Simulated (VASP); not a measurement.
# NaMo18S36 (a cell with a defect) in VASP: single point with PBE

Aim: the single point of NaMo18S36 (a cell with a defect) with PBE.

All numbers are computed with VASP 6.6.1; they aren't measurements. Logs are shortened: lines on timing, memory, paths and dates and some standing lists are left out, and cuts for length are marked.

### 1 The cell of the first run

The cell holds a defect, 55 atoms: a = 9.367 Å, b = 9.367 Å, c = 12.083 Å, α = 90.00°, β = 90.00°, γ = 120.00°.

### 2 Single point, PBE

Contents of INCAR:

```
PREC     = Accurate       # precision mode
ENCUT    = 520            # plane-wave cutoff, eV
EDIFF    = 1E-6           # SCF threshold, eV
ISMEAR   = -1             # smearing method
SIGMA    = 0.01           # smearing width, eV
LREAL    = Auto         
LASPH    = T              # aspherical terms in the spheres
NELM     = 100            # most SCF steps
ALGO     = Normal         # electronic algorithm
ISIF     = 2              # what is computed and relaxed
LWAVE    = F              # write WAVECAR
LCHARG   = F              # write CHGCAR
GGA      = PE             # functional
NBANDS   = 270            # bands
NELECT   = 474.0
```

Contents of KPOINTS:

```
Automatic mesh
0
Gamma
  1 1 1
  0.25 0.25 0.25
```

Contents of POSCAR:

```
NaMo18S36
1.0
    9.3669868000      0.0000000800      0.0000000000
   -4.6834934700      8.1120484800      0.0000000000
    0.0000000000      0.0000000000     12.0827026900
Mo S Na
18 36 1
Direct
    0.2036736926      0.1293717593      0.2583090125
    0.1295427563      0.2031968859      0.7413697274
    0.2030768500      0.4649649214      0.2588883531
    0.1281761413      0.5406364373      0.7381039846
    0.2043569279      0.7978983360      0.2570510158
    0.1313419209      0.8720037863      0.7425159942
    0.5411115116      0.1280611130      0.2615751692
    0.4651512949      0.2026299481      0.7407777241
    0.5381215875      0.4645085599      0.2588392746
    0.4646254802      0.5376379312      0.7408271336
    0.5403466350      0.8024191390      0.2609044583
    0.4641097272      0.8699537460      0.7429256707
    0.8724241436      0.1311434384      0.2571524004
    0.7980699037      0.2038837589      0.7426245791
    0.8704205026      0.4639285551      0.2567315508
    0.8026058867      0.5399193492      0.7387636052
    0.8706921500      0.7973297924      0.2561964884
    0.7974934530      0.8702238348      0.7434784444
    0.2418953240      0.0935293943      0.6115635044
    0.0938625114      0.2416085157      0.3880996761
    0.2424691449      0.0932106092      0.8725804375
    0.0937284241      0.2423758928      0.1271050062
    0.2412353676      0.4265938485      0.6106595676
    0.0919680675      0.5759368924      0.3874847474
    0.2315901408      0.4310606612      0.8640638000
    0.0931186643      0.5753402490      0.1263555877
    0.2430061327      0.7636752906      0.6108490120
    0.0921882476      0.9073466475      0.3870408070
    0.2407456443      0.7596345111      0.8726523585
    0.0933329564      0.9084151815      0.1257249341
    0.5761904220      0.0915919026      0.6121719776
    0.4269754695      0.2410103898      0.3890003851
    0.5754080066      0.0925491207      0.8733109860
    0.4316162994      0.2315479216      0.1356010358
    0.5761730485      0.4264509713      0.6105492446
    0.4268020434      0.5759105086      0.3891275090
    0.5873771752      0.4286883839      0.8654115117
    0.4292245500      0.5872562248      0.1342388406
    0.5758414207      0.7601225472      0.6125752814
    0.4246269481      0.9070835787      0.3907315376
    0.5743179236      0.7581358727      0.8738250266
    0.4284499913      0.9092508488      0.1279737688
    0.9075933457      0.0918083674      0.6126421538
    0.7640518743      0.2427582803      0.3888374249
    0.9084632517      0.0927445058      0.8739638201
    0.7602028988      0.2406732336      0.1270019663
    0.9073001525      0.4242193493      0.6089385122
    0.7605312585      0.5755928297      0.3871031275
    0.9093053929      0.4278993075      0.8717033987
    0.7587309326      0.5742682568      0.1258439473
    0.9101025533      0.7632017908      0.6111432342
    0.7635498391      0.9098339288      0.3885197808
    0.9095174142      0.7592645609      0.8730348889
    0.7597871936      0.9094129501      0.1266418648
    0.3787999403      0.3785501254     -0.0001656086
```

Potentials or basis: VASP PAW PBE potentials, release 64 (Mo_sv, S, Na_pv).

Started as:

```bash
> cat potpaw_PBE.64/Mo_sv/POTCAR potpaw_PBE.64/S/POTCAR potpaw_PBE.64/Na_pv/POTCAR > POTCAR
> mpirun -np 1 vasp_std > vasp.out
```

OUTCAR:

```text
PREC = Accurate
   ENCUT = 520
   EDIFF = 1E-6
   ISMEAR = -1
   LREAL = Auto
   LASPH = T
   NELM = 100
   ISIF = 2
   GGA = PE
   NELECT = 474.0

 ion  position               nearest neighbor table
   1  0.204  0.129  0.258-  34 2.37  28 2.38  20 2.39  32 2.40  30 2.40  22 2.41   5 3.11  13 3.11
                            17 3.11   9 3.14   3 3.15   7 3.17
   2  0.130  0.203  0.741-  25 2.37  43 2.38  19 2.39  23 2.40  45 2.40  21 2.40  14 3.11   6 3.11
                            18 3.11  10 3.14   8 3.15   4 3.17
   3  0.203  0.465  0.259-  38 2.38  24 2.38  20 2.39  26 2.40  36 2.40  22 2.41  15 3.11  13 3.11
                             5 3.11   9 3.14   1 3.15  11 3.16
   4  0.128  0.541  0.738-  25 2.30  27 2.37  47 2.38  49 2.40  23 2.40  29 2.41  16 3.05   6 3.09
                            12 3.12  14 3.12  10 3.17   2 3.17
   5  0.204  0.798  0.257-  28 2.39  24 2.39  42 2.40  30 2.40  26 2.40  40 2.41   1 3.11   3 3.11
                            17 3.12   7 3.12  11 3.13  15 3.13
   6  0.131  0.872  0.743-  21 2.39  29 2.39  27 2.39  53 2.39  19 2.39  51 2.40   4 3.09  16 3.10
                             2 3.11   8 3.11  18 3.12  12 3.13
   7  0.541  0.128  0.262-  34 2.30  44 2.37  40 2.38  42 2.40  32 2.40  46 2.41  11 3.05  13 3.09
                            15 3.12   5 3.12   9 3.17   1 3.17
   8  0.465  0.203  0.741-  37 2.37  31 2.38  19 2.39  33 2.40  35 2.40  21 2.41  12 3.11   6 3.11
                            14 3.11  10 3.14   2 3.15  16 3.16
   9  0.538  0.465  0.259-  48 2.38  36 2.40  32 2.40  50 2.41  34 2.41  38 2.41  15 3.12  17 3.12
[... 40 lines left out ...]
  40  0.425  0.907  0.391-   7 2.38  11 2.38   5 2.41
  41  0.574  0.758  0.874-  12 2.40  18 2.40  10 2.40
  42  0.428  0.909  0.128-  11 2.39   5 2.40   7 2.40
  43  0.908  0.092  0.613-   2 2.38  14 2.39  18 2.39
  44  0.764  0.243  0.389-   7 2.37  13 2.39  15 2.40
[... 8 lines left out ...]
  53  0.910  0.759  0.873-  18 2.39   6 2.39  16 2.41
  54  0.760  0.909  0.127-  13 2.39  17 2.39  11 2.41
  55  0.379  0.379  1.000-  25 2.35  34 2.35  37 2.40  38 2.40  22 2.78  21 2.78

  LATTYP: Found a hexagonal cell.
 ALAT       =     9.3669868000
 C/A-ratio  =     1.2899241718

  Lattice vectors:

 A1 = (   9.3669868000,   0.0000000800,   0.0000000000)
 A2 = (  -4.6834934700,   8.1120484800,   0.0000000000)
 A3 = (   0.0000000000,   0.0000000000,  12.0827026900)

Analysis of symmetry for initial positions (statically):
=====================================================================
 Subroutine PRICEL returns:
 Original cell was already a primitive cell.

 Routine SETGRP: Setting up the symmetry group for a
 hexagonal supercell.

 Subroutine GETGRP returns: Found  1 space group operations
 (whereof  1 operations were pure point group operations)
 out of a pool of 24 trial point group operations.

The static configuration has the point symmetry C_1 .

Analysis of symmetry for dynamics (positions and initial velocities):
=====================================================================
 Subroutine PRICEL returns:
 Original cell was already a primitive cell.

 Routine SETGRP: Setting up the symmetry group for a
 hexagonal supercell.

 Subroutine GETGRP returns: Found  1 space group operations
 (whereof  1 operations were pure point group operations)
 out of a pool of 24 trial point group operations.

The dynamic configuration has the point symmetry C_1 .

 Subroutine INISYM returns: Found  1 space group operations
 (whereof  1 operations are pure point group operations),
 and found     1 'primitive' translations

----------------------------------------------------------------------------------------

                                     Primitive cell

  volume of cell :     918.1096

  direct lattice vectors                    reciprocal lattice vectors
     9.366986800  0.000000080  0.000000000     0.106757917  0.061636713  0.000000000
    -4.683493470  8.112048480  0.000000000    -0.000000001  0.123273424  0.000000000
     0.000000000  0.000000000 12.082702690     0.000000000  0.000000000  0.082762940

  length of vectors
     9.366986800  9.366986795 12.082702690     0.123273424  0.123273424  0.082762940

  position of ions in fractional coordinates (direct lattice)
     0.203673693  0.129371759  0.258309012
[... 126 lines left out ...]
     0.000000000  0.000000000  0.082762940     0.000000000  0.000000000  1.000000000

  Length of vectors
     0.123273424  0.123273424  0.082762940

  Shift w.r.t. Gamma in fractional coordinates (k-lattice)
     0.250000000  0.250000000  0.250000000

 Subroutine IBZKPT returns following result:
 ===========================================

 Found      6 irreducible k-points:

 Following reciprocal coordinates:
            Coordinates               Weight
  0.250000  0.250000  0.250000      2.000000
 -0.250000  0.500000  0.250000      2.000000
  0.500000  0.250000  0.250000      2.000000
 -0.250000 -0.250000  0.250000      2.000000
  0.250000  0.500000  0.250000      2.000000
  0.500000 -0.250000  0.250000      2.000000
   k-points           NKPTS =      6   k-points in BZ     NKDIM =      6   number of bands    NBANDS=    270
   number of dos      NEDOS =    301   number of ions     NIONS =     55
   total plane-waves  NPLWV = 441000
   dimension x,y,z NGX =    70 NGY =   70 NGZ =   90
   dimension x,y,z NGXF=   140 NGYF=  140 NGZF=  180
   ions per type =              18  36   1
   NGX,Y,Z   is equivalent  to a cutoff of  12.42, 12.42, 12.38 a.u.
   NGXF,Y,Z  is equivalent  to a cutoff of  24.85, 24.85, 24.77 a.u.
 SYSTEM =  unknown system
   PREC   = accura    normal or accurate (medium, high low for compatibility)
   ISTART =      0    job   : 0-new  1-cont  2-samecut
   ICHARG =      2    charge: 1-file 2-atom 10-const
   ISPIN  =      1    spin polarized calculation?
   LNONCOLLINEAR =      F non collinear calculations
   LSORBIT =      F    spin-orbit coupling
   LASPH  =      T    aspherical Exc in radial PAW
   ENCUT  =  520.0 eV  38.22 Ry    6.18 a.u.  17.42 17.42 22.47*2*pi/ulx,y,z
   NELM   =    100;   NELMIN=  2; NELMDL= -5     # of ELM steps
   EDIFF  = 0.1E-05   stopping-criterion for ELM
   LREAL  =      T    real-space projection
   EDIFFG = 0.1E-04   stopping-criterion for IOM
   NSW    =      0    number of steps for IOM
   IBRION =     -1    ionic relax: 0-MD 1-quasi-New 2-CG
   NFREE  =      0    steps in history (QN), initial steepest desc. (CG)
   ISIF   =      2    stress and relaxation
   ISYM   =      2    0-nonsym 1-usesym 2-fastsym
   POTIM  = 0.5000    time-step for ionic-motion
   TEBEG  =    0.0;   TEEND  =   0.0 temperature during run
   PSTRESS=    0.0 pullay stress
   NELECT =     474.0000    total number of electrons
   NUPDOWN=      -1.0000    fix difference up-down
   EMIN   =  10.00;   EMAX   =-10.00  energy-range for DOS
   EFERMI =   0.00;   METHOD = LEGACY
   ISMEAR =    -1;   SIGMA  =   0.01  broadening in eV -4-tet -1-fermi 0-gaus
   EFERMI_NEDOS =   21; number of points for ismear=-14 and -15
   IALGO  =     38    algorithm
   IMIX   =      4    mixing-type and parameters
     AMIX     =   0.40;   BMIX     =  1.00
     AMIX_MAG =   1.60;   BMIX_MAG =  1.00
  volume/ion in A,a.u.               =      16.69       112.65
  Fermi-wavevector in a.u.,A,eV,Ry     =   1.313317  2.481809 23.467335  1.724800
  Thomas-Fermi vector in A             =   2.443648
   LORBIT       =      0    0 simple, 1 ext, 2 COOP (PROOUT), +10 PAW based schemes
   GGA     = PE    functional components
   LHFCALC =     F    Hartree Fock is set to
   AEXX    =    0.0000 exact exchange contribution
   IVDW    =     0    specifies the selected vdW correction
   LEPSILON=     F    determine dielectric tensor
   LRPA    =     F    only Hartree local field effects (RPA)
 non-spin polarized calculation
  energy-cutoff  :      520.00
  volume of cell :      918.11
 maximum number of plane-waves:     24710
 NGX is ok and might be reduce to    70
   NGX = 35   NGY = 35   NGZ = 45

 number of electron     473.9999992 magnetization

 Free energy of the ion-electron system (eV)
  ---------------------------------------------------
  ext. energy  EPLUGINS =         0.00000000
  ---------------------------------------------------
  free energy    TOTEN  =      -400.11174323 eV

  energy without entropy =     -400.11174323  energy(sigma->0) =     -400.11174323

 E-fermi :   8.1193     XC(G=0): -11.1522

 val. band max:        7.7569570459   @ k =   0.2500   0.5000   0.2500
 cond. band min:       9.2563911438   @ k =   0.5000  -0.2500   0.2500
 fundamental gap:      1.4994340979
 Fermi energy:         8.1193008881

 k-point     1 :       0.2500    0.2500    0.2500
  band No.  band energies     occupation
      1     -53.2461      2.00000
      2     -53.2460      2.00000
      3     -53.2379      2.00000
      4     -53.2378      2.00000
      5     -53.2289      2.00000
      6     -53.2288      2.00000
[... 1501 lines left out ...]
    248       9.9331      0.00000
    249       9.9439      0.00000
 [bands above 249 left out]

------------------------ aborting loop because EDIFF is reached ----------------------------------------

  FORCE on cell =-STRESS in cart. coord.  units (eV):
  Direction    XX          YY          ZZ          XY          YZ          ZX
  --------------------------------------------------------------------------------------
  -------------------------------------------------------------------------------------
  Total       33.9657813     33.9643371     31.9705791      0.0008658     -0.3471262      1.0465613
  in kB       59.2731017     59.2705814     55.7913086      0.0015109     -0.6057639      1.8263361
  external PRESSURE =      58.1116639 kB  Pullay stress =       0.0000000 kB

 VOLUME and BASIS-vectors are now :
 -----------------------------------------------------------------------------
  energy-cutoff  :      520.00
  volume of cell :      918.11
      direct lattice vectors                 reciprocal lattice vectors
     9.366986800  0.000000080  0.000000000     0.106757917  0.061636713  0.000000000
    -4.683493470  8.112048480  0.000000000    -0.000000001  0.123273424  0.000000000
     0.000000000  0.000000000 12.082702690     0.000000000  0.000000000  0.082762940

 POSITION                                       TOTAL-FORCE (eV/Angst)
 -----------------------------------------------------------------------------------
      1.30190      1.04947      3.12107         0.123651     -0.076966      0.009380
      0.26175      1.64834      8.95775        -0.132443      0.071408     -0.010112
     -0.27544      3.77182      3.12807         0.168208     -0.058908     -0.022344
     -1.33144      4.38567      8.91829        -0.158913      0.082696     -0.018752
     -1.82274      6.47259      3.10587         0.140578     -0.085492     -0.006143
     -2.85375      7.07374      8.97160        -0.100682      0.075198      0.010004
[... 47 lines left out ...]
      2.85769      7.37720      1.53018        -0.023301      0.009275      0.032493
      1.77528      3.07082     12.08070        -0.225668     -0.389434      0.000369
 -----------------------------------------------------------------------------------
    total drift:                               -0.002055     -0.003347      0.007413

  FREE ENERGIE OF THE ION-ELECTRON SYSTEM (eV)
  ---------------------------------------------------
  free  energy   TOTEN  =      -400.1117432333 eV

  energy  without entropy=     -400.1117432333  energy(sigma->0) =     -400.11174323
```

Wall time 72 min (1 thread of Intel Xeon 8259CL, shared host); peak memory 1.5 GiB.

What came out:

* Free energy: -400.1117 eV
* Largest force: 0.450 eV/Å

Forces on the atoms (eV/Å):
```
Mo   0.124 -0.077  0.009
Mo  -0.132  0.071 -0.010
Mo   0.168 -0.059 -0.022
Mo  -0.159  0.083 -0.019
Mo   0.141 -0.085 -0.006
Mo  -0.101  0.075  0.010
Mo   0.154 -0.103  0.014
Mo  -0.136  0.114  0.023
Mo   0.154 -0.059  0.009
Mo  -0.122  0.105 -0.007
Mo   0.118 -0.084 -0.019
Mo  -0.114  0.102  0.024
Mo   0.116 -0.047 -0.009
Mo  -0.149  0.080  0.007
Mo   0.145 -0.045 -0.021
Mo  -0.132  0.059  0.019
Mo   0.131 -0.076 -0.016
Mo  -0.132  0.074  0.016
S    0.018  0.002  0.048
S   -0.004  0.022 -0.048
S    0.022  0.001 -0.022
S   -0.014  0.010  0.022
S    0.008 -0.002  0.033
S    0.009 -0.004 -0.052
S   -0.010  0.009 -0.031
S   -0.031  0.016  0.015
S    0.022  0.013  0.044
S    0.001  0.009 -0.051
S    0.021  0.001 -0.022
S   -0.014  0.019  0.023
S   -0.009  0.001  0.054
S   -0.004  0.013 -0.030
S    0.035 -0.011 -0.017
S    0.010 -0.010  0.031
S    0.003 -0.003  0.045
S   -0.001  0.007 -0.047
S    0.043  0.024 -0.026
S   -0.008  0.046  0.030
S    0.007 -0.006  0.041
S    0.006  0.001 -0.045
S    0.042 -0.033  0.007
S   -0.008  0.022  0.031
S    0.005 -0.003  0.049
S    0.004  0.032 -0.047
S    0.029  0.008 -0.024
S   -0.016  0.010  0.024
S   -0.006  0.002  0.045
S   -0.005  0.008 -0.044
S    0.028  0.010 -0.032
S   -0.055  0.011 -0.008
S    0.010  0.016  0.049
S    0.013  0.021 -0.046
S    0.024 -0.008 -0.034
S   -0.023  0.009  0.032
Na  -0.226 -0.389  0.000
```

Levels at points of the mesh, in eV from the Fermi level:
```tsv
k point	band 235	band 236	band 237	band 238	band 239	band 240
(0.25, 0.25, 0.25)	-0.83	-0.76	-0.51	1.17	1.17	1.34
```

Caveat: the cell carries a net charge on a neutralising background, which shifts energy and pressure; the cell is charged against a uniform background, so pressure and absolute levels hang on convention.
